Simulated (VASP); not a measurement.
Runs of VASP 6.6.1 on Cl. The structure is that of space group P6/mmm (No. 191), or close to it. The cells are those of the table. 

```csv
task,cell,cutoff (eV),gap on the mesh (eV),pressure (GPa)
single point,"a = 3.920, b = 3.920, c = 2.310 Å, angles 90.0, 90.0, 120.0°, 1 atom",520,none,-0.1
relaxation of shape and atoms at fixed volume,"relaxed from a = 3.212, b = 3.212, c = 1.893 Å, angles 90.0, 90.0, 120.0°, 1 atom",600,none,23.1
single point,"a = 3.822, b = 3.822, c = 2.308 Å, angles 90.0, 90.0, 120.0°, 1 atom",520,none,(a)
relaxation of shape and atoms at fixed volume,"relaxed from a = 3.396, b = 3.396, c = 2.001 Å, angles 90.0, 90.0, 120.0°, 1 atom",600,none,9.1
```

Alike in all rows: level PBE; potentials or basis VASP PAW PBE potentials, release 64 (Cl); no spin polarisation; k mesh 14 × 14 × 13; smearing fermi-dirac 0.1 eV.

Q: Estimate the missing entries.

A: (a) 0.1.

Caveats: an odd number of electrons without spin polarisation forces a metal; a magnetic or distorted state may lie lower; a cell axis changed by over 15 % at a fixed basis, so the end point is rough (at least some runs).

A gap of «none» marks levels without a gap at the run's occupations.
